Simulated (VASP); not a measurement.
Crystal: SiSn2Se4.

```
CELL_PARAMETERS angstrom
-2.30484 2.30484 7.10633
2.30484 -2.30484 7.10633
2.30484 2.30484 -7.10633
ATOMIC_POSITIONS crystal
Si 0.00000 0.00000 0.00000
Sn 0.34688 0.34688 0.00000
Sn 0.65312 0.65312 0.00000
Se 0.83619 0.83619 0.00000
Se 0.00000 0.50000 0.50000
Se 0.50000 0.00000 0.50000
Se 0.16381 0.16381 0.00000
```

- Program: VASP 6.6.1
- Task: relaxation of cell and atoms
- Functional: PBE
- Potentials or basis: VASP PAW PBE potentials, release 64 (Si, Sn_d, Se)
- Cutoff: 600 eV
- k mesh: 6 × 6 × 6
- Occupations: gaussian, width 0.1 eV
- Spin: no spin polarisation

At the start: pressure 12.7 GPa; volume 21.57 Å³/atom.

Where does the relaxation end?

Over 14 steps the energy falls by 168.3 meV/atom and the volume is 25.05 Å³/atom (+16.1 %); space group I4/mmm (No. 139, to 0.1 Å) before and after.

The path:
| step | energy change (eV) | largest force (eV/Å) | pressure (GPa) | volume (Å³) |
| --- | --- | --- | --- | --- |
| 1 | 0.0000 | 1.3438 | 12.72 | 151.00 |
| 2 | -0.8579 | 0.1426 | -3.96 | 191.43 |
| 3 | -1.0551 | 0.3997 | -0.34 | 176.96 |
| 4 | -1.0743 | 0.3216 | -0.14 | 175.90 |
| 5 | -1.0905 | 0.1620 | 0.38 | 173.67 |
| 6 | -1.1035 | 0.1333 | -0.02 | 174.89 |
| 7 | -1.1194 | 0.1578 | -0.94 | 177.80 |
| 8 | -1.1259 | 0.1634 | -0.91 | 177.74 |
| 9 | -1.1452 | 0.1760 | -0.83 | 177.54 |
| 10 | -1.1688 | 0.1692 | -0.54 | 177.09 |
| 11 | -1.1705 | 0.1594 | -0.42 | 176.93 |
| 12 | -1.1743 | 0.1242 | -0.21 | 176.29 |
| 13 | -1.1774 | 0.0522 | 0.20 | 175.01 |
| 14 | -1.1781 | 0.0381 | 0.13 | 175.33 |

Final structure:
```
Si Sn Se
1.0
    -2.43431    2.43431    7.39695
     2.43431   -2.43431    7.39695
     2.43431    2.43431   -7.39695
Si Sn Se
1 2 4
Cartesian
  0.0000 0.0000 0.0000
  0.0000 0.0000 5.3874
  0.0000 0.0000 9.4065
  0.0000 0.0000 12.2875
  2.4343 0.0000 0.0000
  0.0000 2.4343 0.0000
  0.0000 0.0000 2.5064
```

Caveat: the volume moved by over 15 % at a fixed basis, so the end points are rough.
